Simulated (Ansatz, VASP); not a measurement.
One calculation of Re, two programs

```
CELL_PARAMETERS angstrom
2.72747 0.00000 0.00000
-1.36373 2.36206 0.00000
0.00000 0.00000 4.40641
ATOMIC_POSITIONS crystal
Re 0.33333 0.66667 0.20319
Re 0.66667 0.33333 0.79681
```

Change from the starting cell: mode 4 frozen in at -0.208 Å, equal normal strain along x, y and z -0.0083.

Alike in both runs: task single point; functional PBEsol; k mesh 18 × 18 × 10; occupations gaussian, width 0.15 eV; no spin polarisation.

|  | VASP | Ansatz |
| --- | --- | --- |
| version | VASP 6.6.1 | Ansatz 0.2.0 |
| potentials or method | VASP PAW PBE potentials, release 64 (Re_sv_GW), cutoff 560 eV | scalar-relativistic, plane waves, PAW |
| valence electrons in the cell | 30 | 30 |

```tsv
	VASP	Ansatz	Ansatz less VASP
gap on the k mesh at the Fermi level (eV)	none	none	-
pressure (GPa)	43.3	45.3	+2.00
traceless stress, the component that is largest in VASP (GPa)	12.83	12.64	-0.187
rms of the force components (eV/Å)	4.478	4.470	-0.0079
```

VASP's potentials were made for PBE, not for PBEsol. Atom by atom the forces differ by 0.008 eV/Å (rms over components). A gap of «none» marks a metal or a gap that the smearing closes. Both programs put the cell under a high pressure, so it lies far from rest at this level. With one functional, cell and mesh, what is left measures potentials, basis and numerics.

Neither program's run includes spin-orbit coupling.
